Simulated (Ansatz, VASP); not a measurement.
## Two plane-wave programs on Si3Ge

```
CELL_PARAMETERS angstrom
3.88810 0.00000 0.00000
0.00000 3.88810 0.00000
0.00000 0.00000 5.76115
ATOMIC_POSITIONS crystal
Si 0.50000 0.00000 0.75488
Si 0.50000 0.50000 0.00000
Si 0.00000 0.50000 0.24512
Ge 0.00000 0.00000 0.50000
```

Change from the starting cell: uniaxial_z strain +5.1%.

Alike in both runs: task single point; functional r2SCAN; k mesh 6 × 6 × 6; no spin polarisation.

```csv
,VASP,Ansatz
version,VASP 6.6.1,Ansatz 0.2.0
potentials or method,"VASP PAW PBE potentials, release 64 (Si, Ge_d)","plane waves, PAW"
plane-wave cutoff (eV),520,500
occupations,"gaussian, width 0.01 eV",fixed
valence electrons in the cell,26,26
```

Ansatz gave:

```
gap on the k mesh at the Fermi level (eV)                     : 0.39
pressure (GPa)                                                : -4.1
traceless stress, the component that is largest in VASP (GPa) : -3.48
rms of the force components (eV/Å)                            : 0.002
```

What did VASP give for the same quantities?

gap on the k mesh at the Fermi level (eV): 0.40; pressure (GPa): -4.2; traceless stress, the component that is largest in VASP (GPa): -3.49; rms of the force components (eV/Å): 0.006.

VASP's potentials were made for PBE, not for r2SCAN. Atom by atom the forces differ by 0.007 eV/Å (rms over components).
